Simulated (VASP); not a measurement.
Set up this calculation in VASP 6.6.1, as the native input.

* Task: electric field gradients
* Functional: LDA
* Potentials or basis: VASP PAW LDA potentials, release 64 (In_d)
* Cutoff: 520 eV
* k mesh: 14 × 14 × 14
* Occupations: fermi-dirac, width 0.05 eV
* Spin: no spin polarisation
* Dipole correction: no
* Further INCAR settings: ALGO = Normal; EDIFF = 1e-08; NBANDS = 12

The structure of In lies in POSCAR:

```
In
1.0
   -1.6041723059      1.6041723059      2.4405141445
    1.6041723059     -1.6041723059      2.4405141445
    1.6041723059      1.6041723059     -2.4405141445
In
1
Direct
    0.0000000000      0.0000000000      0.0000000000
```

This cell differs from its parent crystal: volume scaled by 0.96.

These files were run (other wordings do the same):

INCAR

```
PREC     = Accurate       # precision mode
ENCUT    = 520            # plane-wave cutoff, eV
EDIFF    = 1E-8           # SCF threshold, eV
ISMEAR   = -1             # smearing method
SIGMA    = 0.05           # smearing width, eV
LREAL    = False          # projectors in reciprocal space
LASPH    = True           # aspherical terms in the spheres
NELM     = 60             # most SCF steps
ALGO     = Normal         # electronic algorithm
ISIF     = 2              # what is computed and relaxed
LWAVE    = False          # write WAVECAR
LCHARG   = False          # write CHGCAR
LEFG     = True         
NBANDS   = 12             # bands
```

KPOINTS

```
Automatic mesh
0
Gamma
  14 14 14
```

Potentials or basis: VASP PAW LDA potentials, release 64 (In_d).

Run with:

```sh
$ cat potpaw_LDA.64/In_d/POTCAR > POTCAR
$ mpirun -np 1 vasp_std > vasp.out
```

It gave:

| Property | Result |
| --- | --- |
| Pressure | -1.0 GPa |

Caveat: without QUAD_EFG the Cq values of the log hold for a quadrupole moment of 1 mb, not for the nuclei.

Wall time 41 s on 1 thread of AMD EPYC 9R45 96-Core Processor (Zen 5), with other jobs on the host, peak memory 0.16 GiB.
